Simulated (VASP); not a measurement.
A run of VASP 6.6.1 is set up as follows.

Contents of INCAR:

```
SYSTEM = BaTiO3
ALGO     = Normal         ! electronic algorithm
EDIFF    = 1E-6           ! SCF threshold, eV
ENCUT    = 520            ! plane-wave cutoff, eV
GGA      = PE             ! functional
ISIF     = 2              ! what is computed and relaxed
ISMEAR   = -1             ! smearing method
LASPH    = .True.         ! aspherical terms in the spheres
LCHARG   = .True.         ! write CHGCAR
LELF     = .True.         ! ELF
LREAL    = .False.        ! projectors in reciprocal space
LVHAR    = .True.       
LWAVE    = .False.        ! write WAVECAR
NBANDS   = 28             ! bands
NELM     = 100            ! most SCF steps
PREC     = Accurate       ! precision mode
SIGMA    = 0.02           ! smearing width, eV
```

KPOINTS

```
k-points
0
Gamma
  8 8 8
  0 0 0
```

File POSCAR:

```
BaTiO3
1.0
    4.0104855372      0.0000000000      0.0000000000
    0.0000000000      2.8558389582      2.8646469069
    0.0000000000     -2.8558389582      2.8646469069
Ba Ti O
1 1 3
Direct
    0.0000000000      0.0082496729      0.0082496729
    0.5000000000      0.5227778501      0.5227778501
    0.0000000000      0.4911434479      0.4911434479
    0.5000000000      0.4925532383      0.9814957908
    0.5000000000      0.9814957908      0.4925532383
```

Potentials or basis: VASP PAW PBE potentials, release 64 (Ba_sv, Ti_sv, O).

Command:

```console
$ cat potpaw_PBE.64/Ba_sv/POTCAR potpaw_PBE.64/Ti_sv/POTCAR potpaw_PBE.64/O/POTCAR > POTCAR
$ mpirun -np 1 vasp_std > vasp.out
```

**Question.** Estimate the largest force.

**Answer.** 0.077 eV/Å.

**Question.** Estimate the pressure.

**Answer.** 3.1 GPa.

**Question.** Estimate the band gap on the k mesh.

**Answer.** 2.18 eV (least direct gap 2.61 eV).

Forces in eV/Å, atoms in the order of the input:
```
Ba   0.000  0.000 -0.036
Ti   0.000  0.000 -0.077
O    0.000  0.000  0.017
O    0.000 -0.029  0.048
O    0.000  0.029  0.048
```

Caveat: the cell stands under pressure; spin-orbit coupling is left out, which moves the levels of the heavy elements. A k mesh can miss the band edges.
